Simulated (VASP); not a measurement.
Crystal: FePt.

```xyz
2
Lattice="2.7235 0.0000 0.0000 0.0000 2.7235 0.0000 0.0000 0.0000 3.7200" Properties=species:S:1:pos:R:3 pbc="T T T"
Pt    1.3618    1.3618    1.8600
Fe    0.0000    0.0000    0.0000
```

| Quantity | Value |
| --- | --- |
| Program | VASP 6.6.1 |
| Task | relaxation of cell and atoms |
| Functional | PBEsol |
| Dispersion | D3(BJ) |
| Potentials or basis | VASP PAW PBE potentials, release 64 (Pt, Fe) |
| Cutoff | 600 eV |
| k mesh | 10 × 10 × 7 |
| Occupations | fermi-dirac, width 0.05 eV |
| Spin | collinear spin, ferromagnetic start |
| Starting moments | [0.0, 3.0] μB |

At the start: pressure -12.2 GPa; volume 13.80 Å³/atom.

Question: How do energy, volume and symmetry change on relaxing?

Answer: Over 8 steps the energy falls by 29.9 meV/atom and the volume is 13.06 Å³/atom (-5.3 %); space group P4/mmm (No. 123, to 0.1 Å) before and after; moment 3.19 μB per cell.

Step by step:
| step | energy change (eV) | largest force (eV/Å) | pressure (GPa) | volume (Å³) |
| --- | --- | --- | --- | --- |
| 1 | 0.0000 | 0.0000 | -12.22 | 27.59 |
| 2 | 0.1759 | 0.0000 | 31.93 | 23.60 |
| 3 | -0.0595 | 0.0000 | -0.70 | 26.20 |
| 4 | -0.0596 | 0.0000 | -0.08 | 26.13 |
| 5 | -0.0596 | 0.0000 | 0.20 | 26.11 |
| 6 | -0.0597 | 0.0000 | -0.31 | 26.16 |
| 7 | -0.0597 | 0.0000 | -0.19 | 26.15 |
| 8 | -0.0597 | 0.0000 | 0.06 | 26.12 |

Final structure:
```
Pt Fe
1.0
     2.66984    0.00000    0.00000
     0.00000    2.66984    0.00000
     0.00000    0.00000    3.66467
Pt Fe
1 1
Direct
  0.50000 0.50000 0.50000
  0.00000 0.00000 0.00000
```

Caveat: the PAW data sets were made with another functional, which shifts forces and pressure a little.
